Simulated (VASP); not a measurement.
# InSe (P-6m2) in VASP: a series of runs

InSe is run at these levels: BLYP+D4, PBE, PBE+D3(BJ); tasks: single point, relaxation of cell and atoms.

All numbers are computed with VASP 6.6.1; they aren't measurements. Logs are shortened: lines on timing, memory, paths and dates and some standing lists are left out, and cuts for length are marked.

### Step 1. The cell of the first run

The structure is hexagonal, space group P-6m2 (No. 187). Conventional cell: a = 4.097 Å, b = 4.097 Å, c = 16.355 Å, α = 90.00°, β = 90.00°, γ = 120.00°. In (site symmetry 3m) has 3 Se at 2.69 Å and 1 In at 2.81 Å within 3.5 Å. In (site symmetry 3m) has 3 Se at 2.68 Å and 1 In at 2.81 Å within 3.5 Å. Within 3.5 Å of Se (site symmetry 3m) lie 3 In at 2.68 Å. Se (site symmetry 3m) has 3 In at 2.69 Å within 3.5 Å.

### Step 2. Single point, BLYP+D4

Input file INCAR:

```
SYSTEM = InSe
  AGGAC = 1.0
  AGGAX = 1.0
  ALDAC = 0.0
  ALDAX = 1.0
  ALGO = Normal
  EDIFF = 1E-6
  ENCUT = 520
  GGA = B5
  ISIF = 2
  ISMEAR = -1
  IVDW = 13
  LASPH = .True.
  LCHARG = .False.
  LREAL = .False.
  LWAVE = .False.
  NBANDS = 48
  NELM = 100
  PREC = Accurate
  SIGMA = 0.05
  VDW_A1 = 0.44488865
  VDW_A2 = 4.0933009
  VDW_S6 = 1.0
  VDW_S8 = 2.34076671
```

Input file KPOINTS:

```
k-points
0
Gamma
  8 8 2
  0 0 0
```

Input file POSCAR:

```
InSe
1.0
    4.0965264935      0.0000000000      0.0000000000
   -2.0482632468      3.5476960106      0.0000000000
    0.0000000000      0.0000000000     16.3551968901
In Se
4 4
Direct
    0.3333333333      0.6666666667      0.0857982743
    0.3333333333      0.6666666667      0.9142017257
    0.0000000000      0.0000000000      0.4142194510
    0.0000000000      0.0000000000      0.5857805490
    0.3333333333      0.6666666667      0.3367162240
    0.3333333333      0.6666666667      0.6632837760
    0.6666666667      0.3333333333      0.1635768225
    0.6666666667      0.3333333333      0.8364231775
```

Potentials or basis: VASP PAW PBE potentials, release 64 (In_d, Se).

The run is started by

```sh
> cat potpaw_PBE.64/In_d/POTCAR potpaw_PBE.64/Se/POTCAR > POTCAR
> mpirun -np 1 vasp_std > vasp.out
```

OUTCAR:

```text
SYSTEM = InSe
   EDIFF = 1E-6
   ENCUT = 520
   GGA = B5
   ISIF = 2
   ISMEAR = -1
   IVDW = 13
   LASPH = .True.
   LREAL = .False.
   NELM = 100
   PREC = Accurate

 ion  position               nearest neighbor table
   1  0.333  0.667  0.086-   7 2.69   7 2.69   7 2.69   2 2.81
   2  0.333  0.667  0.914-   8 2.69   8 2.69   8 2.69   1 2.81
   3  0.000  0.000  0.414-   5 2.68   5 2.68   5 2.68   4 2.81
   4  0.000  0.000  0.586-   6 2.68   6 2.68   6 2.68   3 2.81
   5  0.333  0.667  0.337-   3 2.68   3 2.68   3 2.68
   6  0.333  0.667  0.663-   4 2.68   4 2.68   4 2.68
   7  0.667  0.333  0.164-   1 2.69   1 2.69   1 2.69
   8  0.667  0.333  0.836-   2 2.69   2 2.69   2 2.69

  LATTYP: Found a hexagonal cell.
 ALAT       =     4.0965264935
 C/A-ratio  =     3.9924548068

  Lattice vectors:

 A1 = (   4.0965264935,   0.0000000000,   0.0000000000)
 A2 = (  -2.0482632468,   3.5476960106,   0.0000000000)
 A3 = (   0.0000000000,   0.0000000000,  16.3551968901)

Analysis of symmetry for initial positions (statically):
=====================================================================
 Subroutine PRICEL returns:
 Original cell was already a primitive cell.

 Routine SETGRP: Setting up the symmetry group for a
 hexagonal supercell.

 Subroutine GETGRP returns: Found 12 space group operations
 (whereof 12 operations were pure point group operations)
 out of a pool of 24 trial point group operations.

The static configuration has the point symmetry D_3h.

Analysis of symmetry for dynamics (positions and initial velocities):
=====================================================================
 Subroutine PRICEL returns:
 Original cell was already a primitive cell.

 Routine SETGRP: Setting up the symmetry group for a
 hexagonal supercell.

 Subroutine GETGRP returns: Found 12 space group operations
 (whereof 12 operations were pure point group operations)
 out of a pool of 24 trial point group operations.

The dynamic configuration has the point symmetry D_3h.

 Subroutine INISYM returns: Found 12 space group operations
 (whereof 12 operations are pure point group operations),
 and found     1 'primitive' translations

----------------------------------------------------------------------------------------

                                     Primitive cell

  volume of cell :     237.6938

  direct lattice vectors                    reciprocal lattice vectors
     4.096526493  0.000000000  0.000000000     0.244109248  0.140936540  0.000000000
    -2.048263247  3.547696011  0.000000000     0.000000000  0.281873080  0.000000000
     0.000000000  0.000000000 16.355196890     0.000000000  0.000000000  0.061142645

  length of vectors
     4.096526493  4.096526493 16.355196890     0.281873080  0.281873080  0.061142645

  position of ions in fractional coordinates (direct lattice)
     0.333333333  0.666666667  0.085798274
     0.333333333  0.666666667  0.914201726
     0.000000000  0.000000000  0.414219451
     0.000000000  0.000000000  0.585780549
     0.333333333  0.666666667  0.336716224
     0.333333333  0.666666667  0.663283776
     0.666666667  0.333333333  0.163576822
     0.666666667  0.333333333  0.836423178

  ion indices of the primitive-cell ions
   primitive index   ion index
                 1           1
                 2           2
                 3           3
                 4           4
                 5           5
                 6           6
                 7           7
                 8           8

----------------------------------------------------------------------------------------

 KPOINTS: k-points

Automatic generation of k-mesh.
 Grid dimensions read from file:
 generate k-points for:    8    8    2

 Generating k-lattice:

  Cartesian coordinates                     Fractional coordinates (reciprocal lattice)
     0.030513656  0.017617067  0.000000000     0.125000000  0.000000000  0.000000000
     0.000000000  0.035234135  0.000000000     0.000000000  0.125000000  0.000000000
     0.000000000  0.000000000  0.030571323     0.000000000  0.000000000  0.500000000

  Length of vectors
     0.035234135  0.035234135  0.030571323

  Shift w.r.t. Gamma in fractional coordinates (k-lattice)
     0.000000000  0.000000000  0.000000000

 Subroutine IBZKPT returns following result:
 ===========================================

 Found     20 irreducible k-points:

 Following reciprocal coordinates:
            Coordinates               Weight
  0.000000  0.000000  0.000000      1.000000
  0.125000  0.000000  0.000000      6.000000
  0.250000  0.000000  0.000000      6.000000
  0.375000  0.000000  0.000000      6.000000
  0.500000  0.000000  0.000000      3.000000
  0.125000  0.125000  0.000000      6.000000
[... 12 lines left out ...]
  0.250000  0.250000  0.500000      6.000000
  0.375000  0.250000  0.500000      6.000000
   k-points           NKPTS =     20   k-points in BZ     NKDIM =     20   number of bands    NBANDS=     48
   number of dos      NEDOS =    301   number of ions     NIONS =      8
   total plane-waves  NPLWV = 113400
   dimension x,y,z NGX =    30 NGY =   30 NGZ =  126
   dimension x,y,z NGXF=    60 NGYF=   60 NGZF=  252
   ions per type =               4   4
   NGX,Y,Z   is equivalent  to a cutoff of  12.17, 12.17, 12.81 a.u.
   NGXF,Y,Z  is equivalent  to a cutoff of  24.35, 24.35, 25.62 a.u.
 SYSTEM =  InSe
   PREC   = accura    normal or accurate (medium, high low for compatibility)
   ISTART =      0    job   : 0-new  1-cont  2-samecut
   ICHARG =      2    charge: 1-file 2-atom 10-const
   ISPIN  =      1    spin polarized calculation?
   LNONCOLLINEAR =      F non collinear calculations
   LSORBIT =      F    spin-orbit coupling
   LASPH  =      T    aspherical Exc in radial PAW
   ENCUT  =  520.0 eV  38.22 Ry    6.18 a.u.   7.62  7.62 30.41*2*pi/ulx,y,z
   NELM   =    100;   NELMIN=  2; NELMDL= -5     # of ELM steps
   EDIFF  = 0.1E-05   stopping-criterion for ELM
   LREAL  =      F    real-space projection
   EDIFFG = 0.1E-04   stopping-criterion for IOM
   NSW    =      0    number of steps for IOM
   IBRION =     -1    ionic relax: 0-MD 1-quasi-New 2-CG
   NFREE  =      0    steps in history (QN), initial steepest desc. (CG)
   ISIF   =      2    stress and relaxation
   ISYM   =      2    0-nonsym 1-usesym 2-fastsym
   POTIM  = 0.5000    time-step for ionic-motion
   TEBEG  =    0.0;   TEEND  =   0.0 temperature during run
   PSTRESS=    0.0 pullay stress
   NELECT =      76.0000    total number of electrons
   NUPDOWN=      -1.0000    fix difference up-down
   EMIN   =  10.00;   EMAX   =-10.00  energy-range for DOS
   EFERMI =   0.00;   METHOD = LEGACY
   ISMEAR =    -1;   SIGMA  =   0.05  broadening in eV -4-tet -1-fermi 0-gaus
   EFERMI_NEDOS =   21; number of points for ismear=-14 and -15
   IALGO  =     38    algorithm
   IMIX   =      4    mixing-type and parameters
     AMIX     =   0.40;   BMIX     =  1.00
     AMIX_MAG =   1.60;   BMIX_MAG =  1.00
  volume/ion in A,a.u.               =      29.71       200.50
  Fermi-wavevector in a.u.,A,eV,Ry     =   1.119455  2.115464 17.050548  1.253180
  Thomas-Fermi vector in A             =   2.256094
   LORBIT       =      0    0 simple, 1 ext, 2 COOP (PROOUT), +10 PAW based schemes
   GGA     = B5    functional components
   LHFCALC =     F    Hartree Fock is set to
   AEXX    =    0.0000 exact exchange contribution
   IVDW    =    13    specifies the selected vdW correction
   LEPSILON=     F    determine dielectric tensor
   LRPA    =     F    only Hartree local field effects (RPA)
 non-spin polarized calculation
  energy-cutoff  :      520.00
  volume of cell :      237.69
 maximum number of plane-waves:      6432
   NGX = 15   NGY = 15   NGZ = 61

 number of electron      76.0000049 magnetization

 Free energy of the ion-electron system (eV)
  ---------------------------------------------------
  ext. energy  EPLUGINS =         0.00000000
  ---------------------------------------------------
  free energy    TOTEN  =       -23.88795780 eV

  energy without entropy =      -23.88621204  energy(sigma->0) =      -23.88708492

 E-fermi :   4.5212     XC(G=0):  -8.3304

 val. band max:        4.5110984853   @ k =   0.0000   0.0000   0.0000
 cond. band min:       5.4100192503   @ k =   0.1250   0.0000   0.0000
 fundamental gap:      0.8989207650
 Fermi energy:         4.5212440913

 k-point     1 :       0.0000    0.0000    0.0000
  band No.  band energies     occupation
      1     -10.4528      2.00000
      2     -10.4395      2.00000
      3     -10.2688      2.00000
      4     -10.2688      2.00000
      5     -10.2548      2.00000
      6     -10.2548      2.00000
[... 40 lines left out ...]
     47       9.4952      0.00000
     48       9.6292      0.00000

 k-point     2 :       0.1250    0.0000    0.0000
  band No.  band energies     occupation
      1     -10.4514      2.00000
      2     -10.4383      2.00000
      3     -10.3112      2.00000
      4     -10.2959      2.00000
      5     -10.2674      2.00000
      6     -10.2534      2.00000
[... 40 lines left out ...]
     47       9.0364      0.00000
     48       9.3797      0.00000

 k-point     3 :       0.2500    0.0000    0.0000
  band No.  band energies     occupation
      1     -10.4616      2.00000
      2     -10.4494      2.00000
      3     -10.3812      2.00000
      4     -10.3639      2.00000
      5     -10.3276      2.00000
      6     -10.3089      2.00000
[... 40 lines left out ...]
     47       8.7076      0.00000
     48       8.8506      0.00000

 k-point     4 :       0.3750    0.0000    0.0000
  band No.  band energies     occupation
      1     -10.5068      2.00000
      2     -10.4927      2.00000
      3     -10.4007      2.00000
      4     -10.3993      2.00000
      5     -10.3848      2.00000
      6     -10.3839      2.00000
[... 754 lines left out ...]
     47       8.7271      0.00000
     48       8.8496      0.00000

 k-point    19 :       0.2500    0.2500    0.5000
  band No.  band energies     occupation
      1     -10.5142      2.00000
      2     -10.5037      2.00000
      3     -10.4150      2.00000
      4     -10.4087      2.00000
      5     -10.3975      2.00000
      6     -10.3868      2.00000
[... 40 lines left out ...]
     47       9.1423      0.00000
     48       9.2363      0.00000

 k-point    20 :       0.3750    0.2500    0.5000
  band No.  band energies     occupation
      1     -10.5260      2.00000
      2     -10.5155      2.00000
      3     -10.4304      2.00000
      4     -10.4216      2.00000
      5     -10.3997      2.00000
      6     -10.3865      2.00000
[... 40 lines left out ...]
     47       9.3799      0.00000
     48       9.4529      0.00000

------------------------ aborting loop because EDIFF is reached ----------------------------------------

  DFT-D4 for vdW energy calculation

  Edisp (eV):   -4.80705

  FORCE on cell =-STRESS in cart. coord.  units (eV):
  Direction    XX          YY          ZZ          XY          YZ          ZX
  --------------------------------------------------------------------------------------
  -------------------------------------------------------------------------------------
  Total       0.10489     0.10489     0.14611    -0.00000     0.00000     0.00000
  in kB       0.70699     0.70699     0.98485    -0.00000     0.00000     0.00000
  external pressure =        0.80 kB  Pullay stress =        0.00 kB

 VOLUME and BASIS-vectors are now :
 -----------------------------------------------------------------------------
  energy-cutoff  :      520.00
  volume of cell :      237.69
      direct lattice vectors                 reciprocal lattice vectors
     4.096526493  0.000000000  0.000000000     0.244109248  0.140936540  0.000000000
    -2.048263247  3.547696011  0.000000000     0.000000000  0.281873080  0.000000000
     0.000000000  0.000000000 16.355196890     0.000000000  0.000000000  0.061142645

 POSITION                                       TOTAL-FORCE (eV/Angst)
 -----------------------------------------------------------------------------------
     -0.00000      2.36513      1.40325        -0.000000     -0.000000     -0.015250
     -0.00000      2.36513     14.95195        -0.000000     -0.000000      0.015250
      0.00000      0.00000      6.77464        -0.000000      0.000000      0.014080
      0.00000      0.00000      9.58056         0.000000      0.000000     -0.014080
     -0.00000      2.36513      5.50706         0.000000      0.000000     -0.015703
     -0.00000      2.36513     10.84814         0.000000      0.000000      0.015703
      2.04826      1.18257      2.67533         0.000000      0.000000      0.016528
      2.04826      1.18257     13.67987         0.000000      0.000000     -0.016528
 -----------------------------------------------------------------------------------
    total drift:                                0.000001     -0.000000     -0.000000

  FREE ENERGIE OF THE ION-ELECTRON SYSTEM (eV)
  ---------------------------------------------------
  free  energy   TOTEN  =       -28.6950098108 eV

  energy  without entropy=      -28.6932640535  energy(sigma->0) =      -28.69413693
```

It took 3.3 min on 1 thread of AMD EPYC 9R45 (Zen 5), shared host; peak memory 0.39 GiB.

What came out:

| Quantity | Value |
| --- | --- |
| Free energy | -28.6950 eV |
| Pressure | 0.1 GPa |
| Largest force | 0.017 eV/Å |
| Band gap on the k mesh | 0.02 eV |
| Dispersion energy per atom | -0.601 eV |

Forces in eV/Å, atoms in the order of the input:
```
In   0.000  0.000 -0.015
In   0.000  0.000  0.015
In   0.000  0.000  0.014
In   0.000  0.000 -0.014
Se   0.000  0.000 -0.016
Se   0.000  0.000  0.016
Se   0.000  0.000  0.017
Se   0.000  0.000 -0.017
```

Caveat: the smearing spreads over this small gap; semilocal functionals underestimate gaps, and a narrow one can read as zero; the PAW data sets were made with another functional, which shifts forces and pressure a little; spin-orbit coupling is left out, which moves the levels of the heavy elements.

### Step 3. Single point, PBE

This run uses another cell than the first one, of 32.01 Å³/atom.

Input file INCAR:

```
SYSTEM = InSe
  PREC = Accurate
  ENCUT = 520
  EDIFF = 1E-7
  ISMEAR = 0
  SIGMA = 0.015
  LREAL = .False.
  LASPH = .True.
  NELM = 60
  ALGO = Normal
  ISIF = 2
  LWAVE = .False.
  LCHARG = .True.
  GGA = PE
  LELF = .True.
  LVHAR = .True.
  NBANDS = 48
```

Input file KPOINTS:

```
regular mesh
0
Gamma
  8 8 2
  0 0 0
```

Input file POSCAR:

```
InSe
1.0
    4.0473293151      0.0000000000      0.0000000000
   -2.0236646576      3.5050900044      0.0000000000
    0.0000000000      0.0000000000     18.0520649100
In Se
4 4
Direct
    0.3333333333      0.6666666667      0.0773904900
    0.3333333333      0.6666666667      0.9226095100
    0.0000000000      0.0000000000      0.4226063200
    0.0000000000      0.0000000000      0.5773936800
    0.3333333333      0.6666666667      0.3529842800
    0.3333333333      0.6666666667      0.6470157200
    0.6666666667      0.3333333333      0.1469999300
    0.6666666667      0.3333333333      0.8530000700
```

Potentials or basis: VASP PAW PBE potentials, release 64 (In_d, Se).

The run is started by

```sh
> cat potpaw_PBE.64/In_d/POTCAR potpaw_PBE.64/Se/POTCAR > POTCAR
> mpirun -np 1 vasp_std > vasp.out
```

Run time: 3.2 min. Hardware: 1 thread of AMD EPYC 9R45 (Zen 5), shared host; peak memory 0.43 GiB.

The run converged. Its results:

| Property | Result |
| --- | --- |
| Free energy | -28.4076 eV |
| Pressure | 1.5 GPa |
| Largest force | 0.254 eV/Å |
| Band gap on the k mesh | 0.72 eV |

Forces in eV/Å, atoms in the order of the input:
```
In   0.000  0.000 -0.113
In   0.000  0.000  0.113
In   0.000  0.000  0.111
In   0.000  0.000 -0.111
Se   0.000  0.000 -0.253
Se   0.000  0.000  0.253
Se   0.000  0.000  0.254
Se   0.000  0.000 -0.254
```

Levels at points of the mesh, in eV from the valence-band top:
```tsv
k point	band 36	band 37	band 38	band 39	band 40	band 41
(0.00, 0.00, 0.00)	-0.95	-0.94	0.00	0.72	1.50	2.24
(0.50, 0.00, 0.00)	-1.86	-1.44	-1.31	1.72	1.72	1.94
(0.00, 0.00, 0.50)	-0.97	-0.55	-0.54	1.18	1.20	2.26
(0.50, 0.00, 0.50)	-1.90	-1.38	-1.34	1.62	1.70	1.94
```

Caveat: semilocal functionals underestimate gaps, and a narrow one can read as zero; spin-orbit coupling is left out, which moves the levels of the heavy elements; this functional lacks dispersion, which binds layers or chains, so the pressure and a relaxed spacing across them are unreliable. A k mesh can miss the band edges.

[end of part 1 of 2]

The gap in the log of VASP goes by the Fermi energy; the results here count the filled bands.